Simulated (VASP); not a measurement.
# Al (Pm-3m) in VASP: notebook, part 2 of 2

VASP 6.6.1.

**5. Single point, RPBE (volume scaled by 1.04)**

Contents of INCAR:

```
  PREC = Accurate
  ENCUT = 520
  EDIFF = 1E-6
  ISMEAR = -1
  SIGMA = 0.1
  LREAL = F
  LASPH = T
  NELM = 60
  ALGO = Normal
  ISIF = 2
  LWAVE = F
  LCHARG = F
  GGA = RP
  NBANDS = 8
```

Contents of KPOINTS:

```
regular mesh
0
Gamma
  13 13 13
```

Contents of POSCAR:

```
Al
1.0
    2.7753714592      0.0000000000      0.0000000000
    0.0000000000      2.7753714592      0.0000000000
    0.0000000000      0.0000000000      2.7753714592
Al
1
Direct
    0.0000000000      0.0000000000      0.0000000000
```

Potentials or basis: VASP PAW PBE potentials, release 64 (Al).

Launch:

```
$ cat potpaw_PBE.64/Al/POTCAR > POTCAR
$ mpirun -np 1 vasp_std > vasp.out
```

OUTCAR:

```text
PREC = Accurate
   ENCUT = 520
   EDIFF = 1E-6
   ISMEAR = -1
   LREAL = F
   LASPH = T
   NELM = 60
   ISIF = 2
   GGA = RP

 ion  position               nearest neighbor table
   1  0.000  0.000  0.000-

  LATTYP: Found a simple cubic cell.
 ALAT       =     2.7753714592

  Lattice vectors:

 A1 = (   2.7753714592,   0.0000000000,   0.0000000000)
 A2 = (   0.0000000000,   2.7753714592,   0.0000000000)
 A3 = (   0.0000000000,   0.0000000000,   2.7753714592)

Analysis of symmetry for initial positions (statically):
=====================================================================
 Subroutine PRICEL returns:
 Original cell was already a primitive cell.

 Routine SETGRP: Setting up the symmetry group for a
 simple cubic supercell.

 Subroutine GETGRP returns: Found 48 space group operations
 (whereof 48 operations were pure point group operations)
 out of a pool of 48 trial point group operations.

The static configuration has the point symmetry O_h .

Analysis of symmetry for dynamics (positions and initial velocities):
=====================================================================
 Subroutine PRICEL returns:
[... 152 lines left out ...]

  energy without entropy =       -3.11510817  energy(sigma->0) =       -3.12506413

 E-fermi :   5.2316     XC(G=0):  -9.1726

 val. band max:        5.1866649582   @ k =   0.3846   0.3846   0.0000
 cond. band min:       5.2868057445   @ k =   0.3846   0.3846   0.0769
 fundamental gap:      0.1001407863
 Fermi energy:         5.2315976093

 k-point     1 :       0.0000    0.0000    0.0000
  band No.  band energies     occupation
      1      -3.9770      2.00000
      2      13.0497      0.00000
      3      13.0497      0.00000
      4      13.9780      0.00000
      5      13.9780      0.00000
      6      13.9780      0.00000
      7      19.9758      0.00000
      8      28.3951      0.00000
[... 243 lines left out ...]
 k-point    24 :       0.3846    0.3077    0.0000
  band No.  band energies     occupation
      1       0.5224      2.00000
      2       4.7668      1.98102
      3       7.7357      0.00000
      4      12.1239      0.00000
      5      17.7370      0.00000
      6      20.0635      0.00000
      7      21.7460      0.00000
      8      24.1324      0.00000

 [... further k-points ...]
[... 5 lines left out ...]
  --------------------------------------------------------------------------------------
  -------------------------------------------------------------------------------------
  Total       -0.2781644     -0.2781644     -0.2781644     -0.0000000      0.0000000     -0.0000000
  in kB      -20.8472464    -20.8472464    -20.8472464     -0.0000000      0.0000000     -0.0000000
  external PRESSURE =     -20.8472464 kB  Pullay stress =       0.0000000 kB

 VOLUME and BASIS-vectors are now :
 -----------------------------------------------------------------------------
  energy-cutoff  :      520.00
  volume of cell :       21.38
      direct lattice vectors                 reciprocal lattice vectors
     2.775371459  0.000000000  0.000000000     0.360312129  0.000000000  0.000000000
     0.000000000  2.775371459  0.000000000     0.000000000  0.360312129  0.000000000
     0.000000000  0.000000000  2.775371459     0.000000000  0.000000000  0.360312129

 POSITION                                       TOTAL-FORCE (eV/Angst)
 -----------------------------------------------------------------------------------
      0.00000      0.00000      0.00000         0.000000      0.000000      0.000000
 -----------------------------------------------------------------------------------
    total drift:                               -0.000000     -0.000000      0.000000

  FREE ENERGIE OF THE ION-ELECTRON SYSTEM (eV)
  ---------------------------------------------------
  free  energy   TOTEN  =        -3.1350200916 eV

  energy  without entropy=       -3.1151081700  energy(sigma->0) =       -3.12506413
```

OSZICAR:

```text
N       E                     dE             d eps       ncg     rms          rms(c)
DAV:   1    -0.192137427220E+01   -0.19214E+01   -0.78415E+02  1352   0.197E+02
DAV:   2    -0.313359364883E+01   -0.12122E+01   -0.11342E+01  1816   0.165E+01
DAV:   3    -0.314086051772E+01   -0.72669E-02   -0.72617E-02  1752   0.140E+00
DAV:   4    -0.314089442363E+01   -0.33906E-04   -0.33905E-04  1944   0.851E-02
DAV:   5    -0.314089460936E+01   -0.18572E-06   -0.18609E-06  1744   0.424E-03    0.149E+00
DAV:   6    -0.313757287825E+01    0.33217E-02   -0.27307E-03  1616   0.222E-01    0.868E-01
DAV:   7    -0.313500619070E+01    0.25667E-02   -0.69829E-03  1624   0.347E-01    0.115E-01
DAV:   8    -0.313502074426E+01   -0.14554E-04   -0.58827E-05  2048   0.485E-02    0.226E-02
DAV:   9    -0.313502009156E+01    0.65271E-06   -0.14928E-06  1688   0.514E-03
   1 F= -.31350201E+01 E0= -.31250641E+01  d E =-.199119E-01
```

stdout:

```text
POSCAR found type information on POSCAR Al
 POSCAR found :  1 types and       1 ions
 scaLAPACK will be used
 -----------------------------------------------------------------------------
|                                                                             |
|                                                                             |
|     You enforced a specific xc type in the INCAR file but a different       |
|     I HOPE YOU KNOW WHAT YOU ARE DOING!                                     |
|                                                                             |
 -----------------------------------------------------------------------------

 LDA part: xc-table for (Slater+PW92), standard interpolation
 POSCAR, INCAR and KPOINTS ok, starting setup
 FFT: planning ... GRIDC
 FFT: planning ... GRID_SOFT
 FFT: planning ... GRID
 WAVECAR not read
 entering main loop
```

Run time: 5 s. Hardware: 1 thread of AMD EPYC 9R45 (Zen 5), shared host; peak memory 0.1 GiB.

What came out:

* Free energy: -3.1350 eV
* Pressure: -2.1 GPa

Levels at points of the mesh, in eV from the Fermi level:
```tsv
k point	band 1	band 2	band 3	band 4	band 5
(0.00, 0.00, 0.00)	-9.21	7.82	7.82	8.75	8.75
```

Caveat: the PAW data sets were made with another functional, which shifts forces and pressure a little.

**6. Single point, RPBE (volume scaled by 1.08)**

Contents of INCAR:

```
ALGO = Normal
EDIFF = 1E-6
ENCUT = 520
GGA = RP
ISIF = 2
ISMEAR = -1
LASPH = True
LCHARG = False
LREAL = False
LWAVE = False
NBANDS = 8
NELM = 60
PREC = Accurate
SIGMA = 0.1
```

Contents of KPOINTS:

```
k-points
0
Gamma
  13 13 13
```

Contents of POSCAR:

```
Al
1.0
    2.8105064733      0.0000000000      0.0000000000
    0.0000000000      2.8105064733      0.0000000000
    0.0000000000      0.0000000000      2.8105064733
Al
1
Direct
    0.0000000000      0.0000000000      0.0000000000
```

Potentials or basis: VASP PAW PBE potentials, release 64 (Al).

Launch:

```
$ cat potpaw_PBE.64/Al/POTCAR > POTCAR
$ mpirun -np 1 vasp_std > vasp.out
```

Wall time 5.1 s (1 thread of AMD EPYC 9R45 (Zen 5), shared host); peak memory 0.1 GiB.

Results (log left out):

| Property | Result |
| --- | --- |
| Free energy | -3.1202 eV |
| Pressure | -3.6 GPa |

Levels at points of the mesh, in eV from the Fermi level:
```tsv
k point	band 1	band 2	band 3	band 4
(0.00, 0.00, 0.00)	-9.00	7.73	7.73	8.48
```

Caveat: the PAW data sets were made with another functional, which shifts forces and pressure a little.

**7. The runs side by side**

| cell | k mesh | gap on the mesh (eV) | pressure (GPa) |
| --- | --- | --- | --- |
| a = 2.625 Å, 1 atom | 13 × 13 × 13 | none | 9.1 |
| a = 2.739 Å, 1 atom | 12 × 12 × 12 | none | -0.1 |
| a = 2.702 Å, 1 atom | 13 × 13 × 13 | none | 2.3 |
| a = 2.775 Å, 1 atom | 13 × 13 × 13 | none | -2.1 |
| a = 2.811 Å, 1 atom | 13 × 13 × 13 | none | -3.6 |

Alike in all rows: task single point; level RPBE; potentials or basis VASP PAW PBE potentials, release 64 (Al); no spin polarisation; cutoff (eV) 520; smearing fermi-dirac 0.1 eV.

Caveats: the PAW data sets were made with another functional, which shifts forces and pressure a little.

Total energies depend on the potentials used, so only differences within one code and one set of settings carry meaning.
